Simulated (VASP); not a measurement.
# Si (P6_3/mmc) in VASP: further runs

Si is run at these levels: LDA, PBE, r2SCAN; tasks: single point.

Program: VASP 6.6.1. These are calculated values, not measurements. Logs are shortened: lines on timing, memory, paths and dates and some standing lists are left out, and cuts for length are marked.

## Step 1: The cell of the first run

Symmetry: P6_3/mmc, No. 194, hexagonal system. The conventional cell has a = 3.832 Å, b = 3.832 Å, c = 6.341 Å, α = 90.00°, β = 90.00°, γ = 120.00°. Si (site symmetry 3m) has 4 Si at 2.35 to 2.37 Å within 3.1 Å.

## Step 2: Single point, LDA

INCAR reads:

```
PREC = Accurate
ENCUT = 520
EDIFF = 1E-6
ISMEAR = 0
SIGMA = 0.01
LREAL = F
LASPH = T
NELM = 60
ALGO = Normal
ISIF = 2
LWAVE = F
LCHARG = F
GGA = CA
NBANDS = 16
```

KPOINTS reads:

```
regular mesh
0
Gamma
  6 6 2
```

POSCAR reads:

```
Si
1.0
    3.8321296575      0.0000000000      0.0000000000
   -1.9160648287      3.3187216340      0.0000000000
    0.0000000000      0.0000000000      6.3412164314
Si
4
Direct
    0.3333333333      0.6666666667      0.0005609359
    0.6666666667      0.3333333333      0.5005609359
    0.3333333333      0.6666666667      0.3744390641
    0.6666666667      0.3333333333      0.8744390641
```

Potentials or basis: VASP PAW LDA potentials, release 64 (Si).

Command:

```
> cat potpaw_LDA.64/Si/POTCAR > POTCAR
> mpirun -np 1 vasp_std > vasp.out
```

OUTCAR:

```text
PREC = Accurate
   ENCUT = 520
   EDIFF = 1E-6
   ISMEAR = 0
   LREAL = F
   LASPH = T
   NELM = 60
   ISIF = 2
   GGA = CA

 ion  position               nearest neighbor table
   1  0.333  0.667  0.001-   4 2.35   4 2.35   4 2.35   3 2.37
   2  0.667  0.333  0.501-   3 2.35   3 2.35   3 2.35   4 2.37
   3  0.333  0.667  0.374-   2 2.35   2 2.35   2 2.35   1 2.37
   4  0.667  0.333  0.874-   1 2.35   1 2.35   1 2.35   2 2.37

  LATTYP: Found a hexagonal cell.
 ALAT       =     3.8321296575
 C/A-ratio  =     1.6547499689

  Lattice vectors:

 A1 = (   3.8321296575,   0.0000000000,   0.0000000000)
 A2 = (  -1.9160648287,   3.3187216340,   0.0000000000)
 A3 = (   0.0000000000,   0.0000000000,   6.3412164314)

Analysis of symmetry for initial positions (statically):
=====================================================================
 Subroutine PRICEL returns:
 Original cell was already a primitive cell.

 Routine SETGRP: Setting up the symmetry group for a
 hexagonal supercell.

 Subroutine GETGRP returns: Found 24 space group operations
 (whereof  6 operations were pure point group operations)
 out of a pool of 24 trial point group operations.

The static configuration has the point symmetry C_3v.
 The point group associated with its full space group is D_6h.

Analysis of symmetry for dynamics (positions and initial velocities):
=====================================================================
 Subroutine PRICEL returns:
 Original cell was already a primitive cell.

 Routine SETGRP: Setting up the symmetry group for a
 hexagonal supercell.

 Subroutine GETGRP returns: Found 24 space group operations
 (whereof  6 operations were pure point group operations)
 out of a pool of 24 trial point group operations.

The dynamic configuration has the point symmetry C_3v.
 The point group associated with its full space group is D_6h.

 Subroutine INISYM returns: Found 24 space group operations
 (whereof  6 operations are pure point group operations),
 and found     1 'primitive' translations

----------------------------------------------------------------------------------------

                                     Primitive cell

  volume of cell :      80.6461

  direct lattice vectors                    reciprocal lattice vectors
     3.832129657  0.000000000  0.000000000     0.260951505  0.150660421  0.000000000
    -1.916064829  3.318721634  0.000000000     0.000000000  0.301320843  0.000000000
     0.000000000  0.000000000  6.341216431     0.000000000  0.000000000  0.157698450

  length of vectors
     3.832129657  3.832129657  6.341216431     0.301320843  0.301320843  0.157698450

  position of ions in fractional coordinates (direct lattice)
     0.333333333  0.666666667  0.000560936
     0.666666667  0.333333333  0.500560936
     0.333333333  0.666666667  0.374439064
     0.666666667  0.333333333  0.874439064

  ion indices of the primitive-cell ions
   primitive index   ion index
                 1           1
                 2           2
                 3           3
                 4           4

----------------------------------------------------------------------------------------

 KPOINTS: regular mesh

Automatic generation of k-mesh.
 Grid dimensions read from file:
 generate k-points for:    6    6    2

 Generating k-lattice:

  Cartesian coordinates                     Fractional coordinates (reciprocal lattice)
     0.043491917  0.025110070  0.000000000     0.166666667  0.000000000  0.000000000
     0.000000000  0.050220140  0.000000000     0.000000000  0.166666667  0.000000000
     0.000000000  0.000000000  0.078849225     0.000000000  0.000000000  0.500000000

  Length of vectors
     0.050220140  0.050220140  0.078849225

  Shift w.r.t. Gamma in fractional coordinates (k-lattice)
     0.000000000  0.000000000  0.000000000

 Subroutine IBZKPT returns following result:
 ===========================================

 Found     14 irreducible k-points:

 Following reciprocal coordinates:
            Coordinates               Weight
  0.000000  0.000000  0.000000      1.000000
  0.166667 -0.000000  0.000000      6.000000
  0.333333 -0.000000  0.000000      6.000000
  0.500000 -0.000000  0.000000      3.000000
  0.166667  0.166667  0.000000      6.000000
  0.333333  0.166667  0.000000     12.000000
  0.333333  0.333333  0.000000      2.000000
  0.000000  0.000000  0.500000      1.000000
  0.166667 -0.000000  0.500000      6.000000
  0.333333 -0.000000  0.500000      6.000000
  0.500000 -0.000000  0.500000      3.000000
  0.166667  0.166667  0.500000      6.000000
  0.333333  0.166667  0.500000     12.000000
  0.333333  0.333333  0.500000      2.000000
   k-points           NKPTS =     14   k-points in BZ     NKDIM =     14   number of bands    NBANDS=     16
   number of dos      NEDOS =    301   number of ions     NIONS =      4
   total plane-waves  NPLWV =  43200
   dimension x,y,z NGX =    30 NGY =   30 NGZ =   48
   dimension x,y,z NGXF=    60 NGYF=   60 NGZF=   96
   ions per type =               4
   NGX,Y,Z   is equivalent  to a cutoff of  13.01, 13.01, 12.58 a.u.
   NGXF,Y,Z  is equivalent  to a cutoff of  26.03, 26.03, 25.17 a.u.
 SYSTEM =  unknown system
   PREC   = accura    normal or accurate (medium, high low for compatibility)
   ISTART =      0    job   : 0-new  1-cont  2-samecut
   ICHARG =      2    charge: 1-file 2-atom 10-const
   ISPIN  =      1    spin polarized calculation?
   LNONCOLLINEAR =      F non collinear calculations
   LSORBIT =      F    spin-orbit coupling
   LASPH  =      T    aspherical Exc in radial PAW
   ENCUT  =  520.0 eV  38.22 Ry    6.18 a.u.   7.13  7.13 11.79*2*pi/ulx,y,z
   NELM   =     60;   NELMIN=  2; NELMDL= -5     # of ELM steps
   EDIFF  = 0.1E-05   stopping-criterion for ELM
   LREAL  =      F    real-space projection
   EDIFFG = 0.1E-04   stopping-criterion for IOM
   NSW    =      0    number of steps for IOM
   IBRION =     -1    ionic relax: 0-MD 1-quasi-New 2-CG
   NFREE  =      0    steps in history (QN), initial steepest desc. (CG)
   ISIF   =      2    stress and relaxation
   ISYM   =      2    0-nonsym 1-usesym 2-fastsym
   POTIM  = 0.5000    time-step for ionic-motion
   TEBEG  =    0.0;   TEEND  =   0.0 temperature during run
   PSTRESS=    0.0 pullay stress
[... 42 lines left out ...]
 fundamental gap:      0.3153203209
 Fermi energy:         6.0249394256

 k-point     1 :       0.0000    0.0000    0.0000
  band No.  band energies     occupation
      1      -6.2224      2.00000
      2      -3.9421      2.00000
      3      -1.2772      2.00000
      4       4.4508      2.00000
      5       4.4508      2.00000
      6       5.5953      2.00000
[... 8 lines left out ...]
     15      10.0887      0.00000
     16      11.8671      0.00000

 k-point     2 :       0.1667   -0.0000    0.0000
  band No.  band energies     occupation
      1      -5.9011      2.00000
      2      -3.6144      2.00000
      3      -1.1269      2.00000
      4       2.5560      2.00000
      5       3.9021      2.00000
      6       4.0944      2.00000
[... 8 lines left out ...]
     15      11.2127      0.00000
     16      11.5401      0.00000

 k-point     3 :       0.3333   -0.0000    0.0000
  band No.  band energies     occupation
      1      -4.9838      2.00000
      2      -2.6705      2.00000
      3      -1.3929      2.00000
      4       1.0336      2.00000
      5       1.5535      2.00000
      6       3.1844      2.00000
[... 8 lines left out ...]
     15      12.8289      0.00000
     16      13.0238      0.00000

 k-point     4 :       0.5000   -0.0000    0.0000
  band No.  band energies     occupation
      1      -4.0352      2.00000
      2      -2.4768      2.00000
      3      -1.6642      2.00000
      4      -0.0227      2.00000
      5       1.2797      2.00000
      6       2.9123      2.00000
[... 8 lines left out ...]
     15      12.3312      0.00000
     16      13.9461      0.00000

 k-point     5 :       0.1667    0.1667    0.0000
  band No.  band energies     occupation
      1      -5.2766      2.00000
      2      -2.9737      2.00000
      3      -1.1242      2.00000
      4       1.4257      2.00000
      5       2.4027      2.00000
      6       2.5761      2.00000
[... 8 lines left out ...]
     15      10.7723      0.00000
     16      12.3753      0.00000

 k-point     6 :       0.3333    0.1667    0.0000
  band No.  band energies     occupation
      1      -4.1643      2.00000
      2      -2.1187      2.00000
      3      -1.8105      2.00000
      4       0.4649      2.00000
      5       1.2494      2.00000
      6       1.8921      2.00000
[... 8 lines left out ...]
     15      12.2585      0.00000
     16      12.3779      0.00000

 k-point     7 :       0.3333    0.3333    0.0000
  band No.  band energies     occupation
      1      -3.0701      2.00000
      2      -3.0701      2.00000
      3      -0.6228      2.00000
      4      -0.6228      2.00000
      5       0.7491      2.00000
      6       2.3666      2.00000
[... 8 lines left out ...]
     15      11.7240      0.00000
     16      11.7240      0.00000

 k-point     8 :       0.0000    0.0000    0.5000
  band No.  band energies     occupation
      1      -5.4368      2.00000
      2      -5.4368      2.00000
      3       1.7001      2.00000
      4       1.7001      2.00000
      5       5.0383      2.00000
      6       5.0383      2.00000
[... 8 lines left out ...]
     15      12.5927      0.00000
     16      12.5927      0.00000

 k-point     9 :       0.1667   -0.0000    0.5000
  band No.  band energies     occupation
      1      -5.1184      2.00000
      2      -5.1184      2.00000
      3       1.6131      2.00000
      4       1.6131      2.00000
      5       3.4624      2.00000
      6       3.4624      2.00000
[... 8 lines left out ...]
     15      11.3979      0.00000
     16      11.3979      0.00000

 k-point    10 :       0.3333   -0.0000    0.5000
  band No.  band energies     occupation
      1      -4.2179      2.00000
      2      -4.2179      2.00000
      3       0.0525      2.00000
      4       0.0525      2.00000
      5       3.1475      2.00000
      6       3.1475      2.00000
[... 8 lines left out ...]
     15      13.2460      0.00000
     16      13.2460      0.00000

 k-point    11 :       0.5000   -0.0000    0.5000
  band No.  band energies     occupation
      1      -3.3428      2.00000
      2      -3.3428      2.00000
      3      -1.3060      2.00000
      4      -1.3060      2.00000
      5       3.4945      2.00000
      6       3.4945      2.00000
[... 8 lines left out ...]
     15      13.7643      0.00000
     16      13.7643      0.00000

 k-point    12 :       0.1667    0.1667    0.5000
  band No.  band energies     occupation
      1      -4.5030      2.00000
      2      -4.5030      2.00000
      3       0.7286      2.00000
      4       0.7286      2.00000
      5       3.1543      2.00000
      6       3.1543      2.00000
[... 8 lines left out ...]
     15      11.4547      0.00000
     16      11.4547      0.00000

 k-point    13 :       0.3333    0.1667    0.5000
  band No.  band energies     occupation
      1      -3.4470      2.00000
      2      -3.4470      2.00000
      3      -0.8952      2.00000
      4      -0.8952      2.00000
      5       2.3459      2.00000
      6       2.3459      2.00000
[... 8 lines left out ...]
     15      12.6380      0.00000
     16      12.6380      0.00000

 k-point    14 :       0.3333    0.3333    0.5000
  band No.  band energies     occupation
      1      -2.7803      2.00000
      2      -2.7803      2.00000
      3      -1.4573      2.00000
      4      -1.4573      2.00000
      5       1.4537      2.00000
      6       1.4537      2.00000
[... 8 lines left out ...]
     15      12.1767      0.00000
     16      12.1767      0.00000

------------------------ aborting loop because EDIFF is reached ----------------------------------------

  FORCE on cell =-STRESS in cart. coord.  units (eV):
  Direction    XX          YY          ZZ          XY          YZ          ZX
  --------------------------------------------------------------------------------------
  -------------------------------------------------------------------------------------
  Total       -0.9842150     -0.9842150     -1.1603065     -0.0000000      0.0000000     -0.0000000
  in kB      -19.5531602    -19.5531602    -23.0515283     -0.0000000      0.0000000     -0.0000000
  external PRESSURE =     -20.7192829 kB  Pullay stress =       0.0000000 kB

 VOLUME and BASIS-vectors are now :
 -----------------------------------------------------------------------------
  energy-cutoff  :      520.00
  volume of cell :       80.65
      direct lattice vectors                 reciprocal lattice vectors
     3.832129657  0.000000000  0.000000000     0.260951505  0.150660421  0.000000000
    -1.916064829  3.318721634  0.000000000     0.000000000  0.301320843  0.000000000
     0.000000000  0.000000000  6.341216431     0.000000000  0.000000000  0.157698450

 POSITION                                       TOTAL-FORCE (eV/Angst)
 -----------------------------------------------------------------------------------
     -0.00000      2.21248      0.00356        -0.000000      0.000000     -0.050586
      1.91606      1.10624      3.17417         0.000000     -0.000000     -0.050586
     -0.00000      2.21248      2.37440         0.000000      0.000000      0.050586
      1.91606      1.10624      5.54501         0.000000     -0.000000      0.050586
 -----------------------------------------------------------------------------------
    total drift:                               -0.000000      0.000000     -0.000000

  FREE ENERGIE OF THE ION-ELECTRON SYSTEM (eV)
  ---------------------------------------------------
  free  energy   TOTEN  =       -23.7790434511 eV

  energy  without entropy=      -23.7790434511  energy(sigma->0) =      -23.77904345
```

It took 8.9 s on 1 thread of AMD EPYC 9R45 (Zen 5), shared host; peak memory 0.13 GiB.

What came out:

```
Free energy            : -23.7790 eV
Pressure               : -2.1 GPa
Largest force          : 0.051 eV/Å
Band gap on the k mesh : 0.32 eV, indirect (least direct gap 0.93 eV)
```

Forces on the atoms (eV/Å):
```
Si   0.000  0.000 -0.051
Si   0.000  0.000 -0.051
Si   0.000  0.000  0.051
Si   0.000  0.000  0.051
```

Levels at points of the mesh, in eV from the valence-band top:
| k point | band 5 | band 6 | band 7 | band 8 | band 9 | band 10 | band 11 | band 12 |
| --- | --- | --- | --- | --- | --- | --- | --- | --- |
| (0.00, 0.00, 0.00) | -1.51 | -0.36 | 0.00 | 0.00 | 0.93 | 1.96 | 1.96 | 2.25 |
| (0.50, 0.00, 0.00) | -4.68 | -3.05 | -3.02 | -1.43 | 0.32 | 2.25 | 2.88 | 3.07 |
| (0.00, 0.00, 0.50) | -0.92 | -0.92 | -0.92 | -0.92 | 1.71 | 1.71 | 2.94 | 2.94 |
| (0.50, 0.00, 0.50) | -2.46 | -2.46 | -2.41 | -2.41 | 0.80 | 0.80 | 1.59 | 1.59 |

Caveat: the k points lie up to 0.50 Å⁻¹ apart. A k mesh can miss the band edges.

## Step 3: Single point, PBE

INCAR reads:

```
SYSTEM = Si
PREC = Accurate ; ENCUT = 520
EDIFF = 1E-6 ; ISMEAR = 0
SIGMA = 0.01 ; LREAL = .FALSE.
LASPH = .TRUE. ; NELM = 60
ALGO = Normal ; ISIF = 2
LWAVE = .FALSE. ; LCHARG = .FALSE.
GGA = PE ; NBANDS = 16
```

KPOINTS reads:

```
regular mesh
0
G
  6 6 4
  0 0 0
```

POSCAR is that of step 2.

Potentials or basis: VASP PAW PBE potentials, release 64 (Si).

Command:

```
> cat potpaw_PBE.64/Si/POTCAR > POTCAR
> mpirun -np 1 vasp_std > vasp.out
```

It took 15 s on 1 thread of AMD EPYC 9R45 (Zen 5), shared host; peak memory 0.16 GiB.

It converged, with:

```
Free energy            : -21.6255 eV
Pressure               : 1.2 GPa
Largest force          : 0.012 eV/Å
Band gap on the k mesh : 0.42 eV, indirect (least direct gap 1.04 eV)
```

Forces on the atoms (eV/Å):
```
Si   0.000  0.000 -0.012
Si   0.000  0.000 -0.012
Si   0.000  0.000  0.012
Si   0.000  0.000  0.012
```

Stress tensor (GPa, compression positive):
```
1.38 0.00 0.00
0.00 1.38 0.00
0.00 0.00 0.96
```

Levels at points of the mesh, in eV from the valence-band top:
```csv
k point,band 4,band 5,band 6,band 7,band 8,band 9,band 10,band 11,band 12,band 13
"(0.00, 0.00, 0.00)",-1.51,-1.51,-0.36,0.00,0.00,1.04,2.01,2.01,2.32,3.50
"(0.50, 0.00, 0.00)",-5.97,-4.65,-3.04,-2.98,-1.44,0.42,2.34,2.99,3.12,4.40
"(0.00, 0.00, 0.50)",-4.24,-0.92,-0.92,-0.92,-0.92,1.81,1.81,2.98,2.98,2.98
"(0.50, 0.00, 0.50)",-7.25,-2.46,-2.46,-2.41,-2.41,0.92,0.92,1.66,1.66,5.62
```

## Step 4: Single point, r2SCAN

POSCAR is that of step 3.

INCAR.step1 reads:

```
ALGO     = Normal         # electronic algorithm
EDIFF    = 1E-4           # SCF threshold, eV
ENCUT    = 520            # plane-wave cutoff, eV
GGA      = PE             # functional
ISMEAR   = 0              # smearing method
LASPH    = T              # aspherical terms in the spheres
LCHARG   = F              # write CHGCAR
LREAL    = F              # projectors in reciprocal space
LWAVE    = T              # write WAVECAR
NBANDS   = 16             # bands
NELM     = 60             # most SCF steps
PREC     = Accurate       # precision mode
SIGMA    = 0.01           # smearing width, eV
```

INCAR.step2 reads:

```
ALGO     = Normal         # electronic algorithm
EDIFF    = 1E-6           # SCF threshold, eV
ENCUT    = 520            # plane-wave cutoff, eV
ISIF     = 2              # what is computed and relaxed
ISMEAR   = 0              # smearing method
ISTART   = 1            
LASPH    = T              # aspherical terms in the spheres
LCHARG   = T              # write CHGCAR
LELF     = T              # ELF
LMIXTAU  = T            
LREAL    = F              # projectors in reciprocal space
LVHAR    = T            
LWAVE    = F              # write WAVECAR
METAGGA  = R2SCAN         # meta-GGA
NBANDS   = 16             # bands
NELM     = 60             # most SCF steps
PREC     = Accurate       # precision mode
SIGMA    = 0.01           # smearing width, eV
```

KPOINTS reads:

```
k-points
0
Gamma
  6 6 2
```

Command:

```
> cat potpaw_PBE.64/Si/POTCAR > POTCAR
> cp INCAR.step1 INCAR
> mpirun -np 1 vasp_std > vasp.out
> cp INCAR.step2 INCAR
> mpirun -np 1 vasp_std > vasp.out
```

Run time: 41 s. Hardware: 1 thread of AMD EPYC 9R45 (Zen 5), shared host; peak memory 0.17 GiB.

Results (log left out):

- Free energy: -35.0421 eV
- Pressure: -0.1 GPa
- Largest force: 0.039 eV/Å
- Band gap on the k mesh: 0.62 eV, indirect (least direct gap 1.38 eV)

Forces on the atoms (eV/Å):
```
Si   0.000  0.000 -0.039
Si   0.000  0.000 -0.039
Si   0.000  0.000  0.039
Si   0.000  0.000  0.039
```

Stress tensor (GPa, compression positive):
```
-0.06  0.00  0.00
 0.00 -0.06  0.00
 0.00  0.00 -0.30
```

Levels at points of the mesh, in eV from the valence-band top:
```tsv
k point	band 6	band 7	band 8	band 9	band 10	band 11
(0.00, 0.00, 0.00)	-0.38	0.00	0.00	1.38	2.17	2.17
(0.50, 0.00, 0.00)	-3.22	-3.10	-1.53	0.62	2.65	3.23
(0.00, 0.00, 0.50)	-0.98	-0.98	-0.98	2.15	2.15	3.20
(0.50, 0.00, 0.50)	-2.58	-2.55	-2.55	1.15	1.15	1.90
```

Caveat: the k points lie up to 0.50 Å⁻¹ apart; the PAW data sets were made with another functional, which shifts forces and pressure a little. A k mesh can miss the band edges.

## Step 5: Overview

```csv
level,potentials or basis,k mesh,gap on the mesh (eV),pressure (GPa),largest force (eV/Å)
LDA,"VASP PAW LDA potentials, release 64 (Si)",6 × 6 × 2,0.32,-2.1,0.05
PBE,"VASP PAW PBE potentials, release 64 (Si)",6 × 6 × 4,0.42,1.2,0.01
r2SCAN,"VASP PAW PBE potentials, release 64 (Si)",6 × 6 × 2,0.62,-0.1,0.04
```

Alike in all rows: task single point; no spin polarisation; cell as given; cutoff (eV) 520; smearing gaussian 0.01 eV.

Caveats: some runs use coarse meshes; the PAW data sets were made with another functional, which shifts forces and pressure a little (some runs).

Absolute energies hang on the potentials; compare differences alone.
